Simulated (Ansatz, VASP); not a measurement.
## SiC in VASP and in Ansatz

Contents of INCAR:

```
SYSTEM = SiC
  ALGO = Normal
  EDIFF = 1E-6
  ENCUT = 600
  GGA = PS
  GGA_COMPAT = .FALSE.
  ISIF = 2
  ISMEAR = 0
  LASPH = .TRUE.
  LCHARG = .TRUE.
  LELF = .TRUE.
  LREAL = .FALSE.
  LVHAR = .TRUE.
  LWAVE = .FALSE.
  NBANDS = 11
  NELM = 120
  PREC = Accurate
  SIGMA = 0.01
```

File KPOINTS:

```
k-points
0
G
  8 8 8
  0 0 0
```

File POSCAR:

```
SiC
1.0
    0.0000000000      2.1594563463      2.1594563463
    2.1594563463      0.0000000000      2.1594563463
    2.1594563463      2.1594563463      0.0000000000
Si C
1 1
Direct
    0.0000000000      0.0000000000      0.0000000000
    0.2500000000      0.2500000000      0.2500000000
```

Input for Ansatz:

```yaml
crystal:
  lattice:
    - [0.0, 2.159456346324133, 2.159456346324133]
    - [2.159456346324133, 0.0, 2.159456346324133]
    - [2.159456346324133, 2.159456346324133, 0.0]
  atoms:
    - { symbol: Si, position: [0.0, 0.0, 0.0] }
    - { symbol: C, position: [0.25, 0.25, 0.25] }
basis:
  ecutwfc: 500.0
kpoints:
  mp_grid:
    grid: [8, 8, 8]
hamiltonian:
  xc: pbesol
scf:
  occupations:
    method: fixed
output:
  stress: true
```

Alike in both runs: task single point; functional PBEsol; k mesh 8 × 8 × 8; no spin polarisation.

|  | VASP | Ansatz |
| --- | --- | --- |
| version | VASP 6.6.1 | Ansatz 0.2.0 |
| potentials or method | VASP PAW PBE potentials, release 64 (Si, C), cutoff 600 eV | plane waves, PAW |
| occupations | gaussian, width 0.01 eV | fixed |
| valence electrons in the cell | 8 | 8 |

```tsv
	VASP	Ansatz	Ansatz less VASP
pressure (GPa)	6.4	6.1	-0.23
```

VASP's potentials were made for PBE, not for PBEsol.
